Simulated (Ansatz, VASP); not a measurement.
Two plane-wave programs on AlNi

```xyz
2
Lattice="1.8179 -1.8179 0.0000 1.8929 1.8929 0.0000 0.0000 0.0000 2.9004" Properties=species:S:1:pos:R:3 pbc="T T T"
Al    0.0000    0.0000    0.0000
Ni    1.8554    0.0375    1.4502
```

Change from the starting cell: normal strain along x -0.1100, normal strain along y -0.0733.

Alike in both runs: task single point; functional PBE; k mesh 16 × 16 × 16; occupations gaussian, width 0.15 eV; no spin polarisation.

```csv
,VASP,Ansatz
version,VASP 6.6.1,Ansatz 0.2.0
potentials or method,"VASP PAW PBE potentials, release 64 (Al, Ni), cutoff 520 eV","scalar-relativistic, plane waves, PAW"
valence electrons in the cell,13,21
```

```tsv
	VASP	Ansatz	Ansatz less VASP
gap on the k mesh at the Fermi level (eV)	none	none	-
pressure (GPa)	47.6	47.4	-0.21
traceless stress, the component that is largest in VASP (GPa)	-6.53	-6.40	+0.128
```

A gap of «none» marks a metal or a gap that the smearing closes. Both programs put the cell under a high pressure, so it lies far from rest at this level. With one functional, cell and mesh, what is left measures potentials, basis and numerics. VASP's potentials hold 13 valence electrons a cell and Ansatz's 21, so a difference there can come from the potentials and not from the codes. Ansatz's warnings: near symmetry operations not taken.
